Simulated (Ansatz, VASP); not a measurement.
## MgS in VASP and in Ansatz

INCAR

```
ALGO = Normal
EDIFF = 1E-6
ENCUT = 600
GGA = PS
GGA_COMPAT = False
ISIF = 2
ISMEAR = 0
LASPH = True
LCHARG = True
LELF = True
LREAL = False
LVHAR = True
LWAVE = False
NBANDS = 11
NELM = 120
PREC = Accurate
SIGMA = 0.02
```

Contents of KPOINTS:

```
k-points
0
Gamma
  8 8 8
```

POSCAR

```
MgS
1.0
    0.0000000000      2.8257734673      2.8257734673
    2.8257734673      0.0000000000      2.8257734673
    2.8257734673      2.8257734673      0.0000000000
Mg S
1 1
Direct
    0.0000000000      0.0000000000      0.0000000000
    0.2500000000      0.2500000000      0.2500000000
```

Input for Ansatz:

```yaml
crystal:
  lattice:
    - [0.0, 2.8257734673, 2.8257734673]
    - [2.8257734673, 0.0, 2.8257734673]
    - [2.8257734673, 2.8257734673, 0.0]
  atoms:
    - { symbol: Mg, position: [0.0, 0.0, 0.0] }
    - { symbol: S, position: [0.25, 0.25, 0.25] }
basis:
  ecutwfc: 420
kpoints:
  mp_grid: { grid: [8, 8, 8] }
  band_path:
    path:
      - [[0.0, 0.0, 0.0], [-0.5, -0.5, 0.0], [-0.375, -0.375, 0.25]]
      - [[-0.375, 0.0, 0.375], [0.0, 0.0, 0.0], [0.0, 0.0, 0.5], [-0.5, -0.25, 0.25], [-0.5, -0.5, 0.0]]
    npoints: 10
hamiltonian:
  xc: pbesol
  pseudopotentials: { kind: paw, azcp: { folder: soft_1 } }
scf:
  occupations: { method: gaussian, width: 0.02 }
  n_extra_bands: 7
output:
  forces: true
  stress: true
  eigenvalues: true
```

Alike in both runs: task single point; functional PBEsol; k mesh 8 × 8 × 8; occupations gaussian, width 0.02 eV; no spin polarisation.

|  | VASP | Ansatz |
| --- | --- | --- |
| version | VASP 6.6.1 | Ansatz 0.2.0 |
| potentials or method | VASP PAW PBE potentials, release 64 (Mg, S), cutoff 600 eV | scalar-relativistic, plane waves, PAW |
| valence electrons in the cell | 8 | 16 |

```tsv
	VASP	Ansatz	Ansatz less VASP
gap on the k mesh at the Fermi level (eV)	3.32	3.32	-0.002
least direct gap on the mesh (eV)	3.32	3.32	-0.002
pressure (GPa)	-0.1	0.0	+0.07
```

VASP's potentials were made for PBE, not for PBEsol, and Ansatz warns of the same on its side. VASP's potentials hold 8 valence electrons a cell and Ansatz's 16, so a difference there can come from the potentials and not from the codes.
